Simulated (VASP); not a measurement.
# MoPt (Pmma) in VASP: further runs

Runs on MoPt. Level: LDA. Tasks: single point.

All numbers are computed with VASP 6.6.1; they aren't measurements. Logs are shortened: lines on timing, memory, paths and dates and some standing lists are left out, and cuts for length are marked.

## 1. The cell of the first run

It takes space group Pmma (No. 51, orthorhombic). The conventional cell has a = 4.477 Å, b = 2.734 Å, c = 4.958 Å, α = 90.00°, β = 90.00°, γ = 90.00°. Within 3.6 Å of Mo (site symmetry mm2) lie 4 Mo at 2.73 to 2.75 Å and 8 Pt at 2.76 to 2.84 Å. Pt (site symmetry mm2) has 4 Pt at 2.73 to 2.76 Å and 8 Mo at 2.76 to 2.84 Å within 3.6 Å.

## 2. Single point, LDA

INCAR reads:

```
SYSTEM = MoPt
PREC = Accurate
ENCUT = 520
EDIFF = 1E-6
ISMEAR = 0
SIGMA = 0.3
LREAL = .False.
LASPH = .True.
NELM = 60
ALGO = Normal
ISIF = 2
LWAVE = .False.
LCHARG = .False.
GGA = CA
NBANDS = 32
```

KPOINTS reads:

```
regular mesh
0
Gamma
  3 5 3
  0 0 0
```

POSCAR reads:

```
MoPt
1.0
    4.4766150000      0.0000000000      0.0000000000
    0.0000000000      2.7337350000      0.0000000000
    0.0000000000      0.0000000000      4.9584030000
Mo Pt
2 2
Direct
    0.2500000000      0.0000000000      0.1617500000
    0.7500000000      0.0000000000      0.8382500000
    0.2500000000      0.5000000000      0.6627290000
    0.7500000000      0.5000000000      0.3372710000
```

Potentials or basis: VASP PAW LDA potentials, release 64 (Mo_sv, Pt).

Launch:

```
$ cat potpaw_LDA.64/Mo_sv/POTCAR potpaw_LDA.64/Pt/POTCAR > POTCAR
$ mpirun -np 1 vasp_std > vasp.out
```

OUTCAR:

```text
SYSTEM = MoPt
   PREC = Accurate
   ENCUT = 520
   EDIFF = 1E-6
   ISMEAR = 0
   LREAL = .False.
   LASPH = .True.
   NELM = 60
   ISIF = 2
   GGA = CA

 ion  position               nearest neighbor table
   1  0.250  0.000  0.162-   2 2.75   2 2.75   4 2.76   4 2.76   4 2.76   4 2.76   3 2.83   3 2.83
                             3 2.84   3 2.84
   2  0.750  0.000  0.838-   1 2.75   1 2.75   3 2.76   3 2.76   3 2.76   3 2.76   4 2.83   4 2.83
                             4 2.84   4 2.84
   3  0.250  0.500  0.663-   4 2.76   4 2.76   2 2.76   2 2.76   2 2.76   2 2.76   1 2.83   1 2.83
                             1 2.84   1 2.84
   4  0.750  0.500  0.337-   3 2.76   3 2.76   1 2.76   1 2.76   1 2.76   1 2.76   2 2.83   2 2.83
                             2 2.84   2 2.84

  LATTYP: Found a simple orthorhombic cell.
 ALAT       =     2.7337350000
 B/A-ratio  =     1.6375453363
 C/A-ratio  =     1.8137833404

  Lattice vectors:

 A1 = (   0.0000000000,  -2.7337350000,   0.0000000000)
 A2 = (   4.4766150000,   0.0000000000,   0.0000000000)
 A3 = (   0.0000000000,   0.0000000000,   4.9584030000)

Analysis of symmetry for initial positions (statically):
=====================================================================
 Subroutine PRICEL returns:
 Original cell was already a primitive cell.

 Routine SETGRP: Setting up the symmetry group for a
 simple orthorhombic supercell.

 Subroutine GETGRP returns: Found  8 space group operations
 (whereof  4 operations were pure point group operations)
 out of a pool of  8 trial point group operations.

The static configuration has the point symmetry C_2h.
 The point group associated with its full space group is D_2h.

Analysis of symmetry for dynamics (positions and initial velocities):
=====================================================================
 Subroutine PRICEL returns:
 Original cell was already a primitive cell.

 Routine SETGRP: Setting up the symmetry group for a
 simple orthorhombic supercell.

 Subroutine GETGRP returns: Found  8 space group operations
 (whereof  4 operations were pure point group operations)
 out of a pool of  8 trial point group operations.

The dynamic configuration has the point symmetry C_2h.
 The point group associated with its full space group is D_2h.

 Subroutine INISYM returns: Found  8 space group operations
 (whereof  4 operations are pure point group operations),
 and found     1 'primitive' translations

----------------------------------------------------------------------------------------

                                     Primitive cell

  volume of cell :      60.6803

  direct lattice vectors                    reciprocal lattice vectors
     4.476615000  0.000000000  0.000000000     0.223383070  0.000000000  0.000000000
     0.000000000  2.733735000  0.000000000     0.000000000  0.365799904  0.000000000
     0.000000000  0.000000000  4.958403000     0.000000000  0.000000000  0.201677839

  length of vectors
     4.476615000  2.733735000  4.958403000     0.223383070  0.365799904  0.201677839

  position of ions in fractional coordinates (direct lattice)
     0.250000000  0.000000000  0.161750000
     0.750000000  0.000000000  0.838250000
     0.250000000  0.500000000  0.662729000
     0.750000000  0.500000000  0.337271000

  ion indices of the primitive-cell ions
   primitive index   ion index
                 1           1
                 2           2
                 3           3
                 4           4

----------------------------------------------------------------------------------------

 KPOINTS: regular mesh

Automatic generation of k-mesh.
 Grid dimensions read from file:
 generate k-points for:    3    5    3

 Generating k-lattice:

  Cartesian coordinates                     Fractional coordinates (reciprocal lattice)
     0.074461023  0.000000000  0.000000000     0.333333333  0.000000000  0.000000000
     0.000000000  0.073159981  0.000000000     0.000000000  0.200000000  0.000000000
     0.000000000  0.000000000  0.067225946     0.000000000  0.000000000  0.333333333

  Length of vectors
     0.074461023  0.073159981  0.067225946

  Shift w.r.t. Gamma in fractional coordinates (k-lattice)
     0.000000000  0.000000000  0.000000000

 Subroutine IBZKPT returns following result:
 ===========================================

 Found     12 irreducible k-points:

 Following reciprocal coordinates:
            Coordinates               Weight
  0.000000  0.000000  0.000000      1.000000
  0.333333  0.000000  0.000000      2.000000
  0.000000  0.200000  0.000000      2.000000
  0.333333  0.200000  0.000000      4.000000
  0.000000  0.400000  0.000000      2.000000
  0.333333  0.400000  0.000000      4.000000
  0.000000  0.000000  0.333333      2.000000
  0.333333  0.000000  0.333333      4.000000
  0.000000  0.200000  0.333333      4.000000
  0.333333  0.200000  0.333333      8.000000
  0.000000  0.400000  0.333333      4.000000
  0.333333  0.400000  0.333333      8.000000
   k-points           NKPTS =     12   k-points in BZ     NKDIM =     12   number of bands    NBANDS=     32
   number of dos      NEDOS =    301   number of ions     NIONS =      4
   total plane-waves  NPLWV =  28800
   dimension x,y,z NGX =    36 NGY =   20 NGZ =   40
   dimension x,y,z NGXF=    72 NGYF=   40 NGZF=   80
   ions per type =               2   2
   NGX,Y,Z   is equivalent  to a cutoff of  13.37, 12.16, 13.41 a.u.
   NGXF,Y,Z  is equivalent  to a cutoff of  26.74, 24.33, 26.82 a.u.
 SYSTEM =  MoPt
   PREC   = accura    normal or accurate (medium, high low for compatibility)
   ISTART =      0    job   : 0-new  1-cont  2-samecut
   ICHARG =      2    charge: 1-file 2-atom 10-const
   ISPIN  =      1    spin polarized calculation?
   LNONCOLLINEAR =      F non collinear calculations
   LSORBIT =      F    spin-orbit coupling
   LASPH  =      T    aspherical Exc in radial PAW
   ENCUT  =  520.0 eV  38.22 Ry    6.18 a.u.   8.32  5.08  9.22*2*pi/ulx,y,z
   NELM   =     60;   NELMIN=  2; NELMDL= -5     # of ELM steps
   EDIFF  = 0.1E-05   stopping-criterion for ELM
   LREAL  =      F    real-space projection
   EDIFFG = 0.1E-04   stopping-criterion for IOM
   NSW    =      0    number of steps for IOM
   IBRION =     -1    ionic relax: 0-MD 1-quasi-New 2-CG
   NFREE  =      0    steps in history (QN), initial steepest desc. (CG)
   ISIF   =      2    stress and relaxation
   ISYM   =      2    0-nonsym 1-usesym 2-fastsym
   POTIM  = 0.5000    time-step for ionic-motion
   TEBEG  =    0.0;   TEEND  =   0.0 temperature during run
   PSTRESS=    0.0 pullay stress
   NELECT =      48.0000    total number of electrons
   NUPDOWN=      -1.0000    fix difference up-down
   EMIN   =  10.00;   EMAX   =-10.00  energy-range for DOS
   EFERMI =   0.00;   METHOD = LEGACY
   ISMEAR =     0;   SIGMA  =   0.30  broadening in eV -4-tet -1-fermi 0-gaus
   EFERMI_NEDOS =   21; number of points for ismear=-14 and -15
   IALGO  =     38    algorithm
   IMIX   =      4    mixing-type and parameters
     AMIX     =   0.40;   BMIX     =  1.00
     AMIX_MAG =   1.60;   BMIX_MAG =  1.00
  volume/ion in A,a.u.               =      15.17       102.37
  Fermi-wavevector in a.u.,A,eV,Ry     =   1.514047  2.861133 31.189141  2.292337
  Thomas-Fermi vector in A             =   2.623756
   LORBIT       =      0    0 simple, 1 ext, 2 COOP (PROOUT), +10 PAW based schemes
   GGA     = CA    functional components
   LHFCALC =     F    Hartree Fock is set to
   AEXX    =    0.0000 exact exchange contribution
   IVDW    =     0    specifies the selected vdW correction
   LEPSILON=     F    determine dielectric tensor
   LRPA    =     F    only Hartree local field effects (RPA)
 non-spin polarized calculation
 Gauss-broadening in eV      SIGMA  =   0.30
  energy-cutoff  :      520.00
  volume of cell :       60.68
 maximum number of plane-waves:      1644
 NGX is ok and might be reduce to    36
   NGX = 17   NGY = 11   NGZ = 19

 number of electron      47.9999998 magnetization

 Free energy of the ion-electron system (eV)
  ---------------------------------------------------
  ext. energy  EPLUGINS =         0.00000000
  ---------------------------------------------------
  free energy    TOTEN  =       -40.77624274 eV

  energy without entropy =      -40.63635436  energy(sigma->0) =      -40.70629855

 E-fermi :  12.2686     XC(G=0): -13.7168

 val. band max:       12.2468947988   @ k =   0.0000   0.4000   0.3333
 cond. band min:      12.2935559998   @ k =   0.3333   0.2000   0.3333
 fundamental gap:      0.0466612010
 Fermi energy:        12.2685975367

 k-point     1 :       0.0000    0.0000    0.0000
  band No.  band energies     occupation
      1     -48.6145      2.00000
      2     -48.5079      2.00000
      3     -23.1444      2.00000
      4     -23.0043      2.00000
      5     -22.7596      2.00000
      6     -22.5826      2.00000
[... 24 lines left out ...]
     31      16.2111      0.00000
     32      17.1972      0.00000

 k-point     2 :       0.3333    0.0000    0.0000
  band No.  band energies     occupation
      1     -48.5874      2.00000
      2     -48.5342      2.00000
      3     -23.1404      2.00000
      4     -23.0609      2.00000
      5     -22.6892      2.00000
      6     -22.6111      2.00000
[... 24 lines left out ...]
     31      14.9553      0.00000
     32      16.1669      0.00000

 k-point     3 :       0.0000    0.2000    0.0000
  band No.  band energies     occupation
      1     -48.5752      2.00000
      2     -48.4700      2.00000
      3     -23.1055      2.00000
      4     -22.9664      2.00000
      5     -22.7261      2.00000
      6     -22.6674      2.00000
[... 24 lines left out ...]
     31      17.1977      0.00000
     32      17.4624      0.00000

 k-point     4 :       0.3333    0.2000    0.0000
  band No.  band energies     occupation
      1     -48.5487      2.00000
      2     -48.4961      2.00000
      3     -23.0984      2.00000
      4     -23.0238      2.00000
      5     -22.6572      2.00000
      6     -22.6430      2.00000
[... 234 lines left out ...]
     31      15.7469      0.00000
     32      17.1488      0.00000

 k-point    11 :       0.0000    0.4000    0.3333
  band No.  band energies     occupation
      1     -48.5107      2.00000
      2     -48.4082      2.00000
      3     -23.1927      2.00000
      4     -23.0754      2.00000
      5     -23.0380      2.00000
      6     -22.8947      2.00000
[... 24 lines left out ...]
     31      18.4624      0.00000
     32      19.6552      0.00000

 k-point    12 :       0.3333    0.4000    0.3333
  band No.  band energies     occupation
      1     -48.4854      2.00000
      2     -48.4341      2.00000
      3     -23.1604      2.00000
      4     -23.1016      2.00000
      5     -23.0313      2.00000
      6     -22.9613      2.00000
[... 24 lines left out ...]
     31      16.6431      0.00000
     32      17.7426      0.00000

------------------------ aborting loop because EDIFF is reached ----------------------------------------

  FORCE on cell =-STRESS in cart. coord.  units (eV):
  Direction    XX          YY          ZZ          XY          YZ          ZX
  --------------------------------------------------------------------------------------
  -------------------------------------------------------------------------------------
  Total       -3.8286707     -3.0368146     -3.7709682      0.0000000      0.0000000      0.0000000
  in kB     -101.0905638    -80.1827386    -99.5670104      0.0000000      0.0000000      0.0000000
  external PRESSURE =     -93.6134376 kB  Pullay stress =       0.0000000 kB

 VOLUME and BASIS-vectors are now :
 -----------------------------------------------------------------------------
  energy-cutoff  :      520.00
  volume of cell :       60.68
      direct lattice vectors                 reciprocal lattice vectors
     4.476615000  0.000000000  0.000000000     0.223383070  0.000000000  0.000000000
     0.000000000  2.733735000  0.000000000     0.000000000  0.365799904  0.000000000
     0.000000000  0.000000000  4.958403000     0.000000000  0.000000000  0.201677839

 POSITION                                       TOTAL-FORCE (eV/Angst)
 -----------------------------------------------------------------------------------
      1.11915      0.00000      0.80202         0.000000     -0.000000      0.340166
      3.35746      0.00000      4.15638        -0.000000     -0.000000     -0.340166
      1.11915      1.36687      3.28608        -0.000000      0.000000      0.181435
      3.35746      1.36687      1.67233        -0.000000     -0.000000     -0.181435
 -----------------------------------------------------------------------------------
    total drift:                                0.000000     -0.000000      0.000000

  FREE ENERGIE OF THE ION-ELECTRON SYSTEM (eV)
  ---------------------------------------------------
  free  energy   TOTEN  =       -40.7762427359 eV

  energy  without entropy=      -40.6363543584  energy(sigma->0) =      -40.70629855
```

Run time: 17 s. Hardware: 1 thread of Intel Xeon 6975P-C, shared host; peak memory 0.16 GiB.

Results:

```yaml
Free_energy: -40.7762 eV
Pressure: -9.4 GPa
Largest_force: 0.340 eV/Å
Band_gap_on_the_k_mesh: zero (band 24 reaches 12.89 eV, above the bottom of band 25 at 10.99 eV)
```

Forces on the atoms (eV/Å):
```
Mo   0.000  0.000  0.340
Mo   0.000  0.000 -0.340
Pt   0.000  0.000  0.181
Pt   0.000  0.000 -0.181
```

Caveat: the k points lie up to 0.47 Å⁻¹ apart; spin-orbit coupling is left out, which moves the levels of the heavy elements.

## 3. Single point, LDA

INCAR reads:

```
SYSTEM = MoPt
PREC = Accurate
ENCUT = 520
EDIFF = 1E-6
ISMEAR = 0
SIGMA = 0.3
LREAL = .FALSE.
LASPH = .TRUE.
NELM = 80
ALGO = Normal
ISIF = 2
LWAVE = .FALSE.
LCHARG = .FALSE.
NBANDS = 32
```

KPOINTS reads:

```
regular mesh
0
G
  3 5 3
  0 0 0
```

POSCAR is that of step 2.

Potentials or basis: VASP PAW LDA potentials, release 64 (Mo_sv, Pt).

Launch:

```
$ cat potpaw_LDA.64/Mo_sv/POTCAR potpaw_LDA.64/Pt/POTCAR > POTCAR
$ mpirun -np 1 vasp_std > vasp.out
```

Run time: 16 s. Hardware: 1 thread of Intel Xeon 6975P-C, shared host; peak memory 0.16 GiB.

Results (log left out):

| Property | Result |
| --- | --- |
| Free energy | -40.7762 eV |
| Pressure | -9.4 GPa |
| Largest force | 0.340 eV/Å |
| Band gap on the k mesh | zero (band 24 reaches 12.89 eV, above the bottom of band 25 at 10.99 eV) |

Forces on the atoms (eV/Å):
```
Mo   0.000  0.000  0.340
Mo   0.000  0.000 -0.340
Pt   0.000  0.000  0.181
Pt   0.000  0.000 -0.181
```

Stress tensor (GPa, compression positive):
```
-10.11   0.00   0.00
  0.00  -8.02   0.00
  0.00   0.00  -9.96
```

Levels at points of the mesh, in eV from the Fermi level:
```tsv
k point	band 21	band 22	band 23	band 24	band 25	band 26	band 27	band 28
(0.00, 0.00, 0.00)	-2.21	-1.78	-1.69	-1.42	0.37	1.59	1.74	2.03
```

Caveat: the k points lie up to 0.47 Å⁻¹ apart; spin-orbit coupling is left out, which moves the levels of the heavy elements.

[end of part 1 of 2]
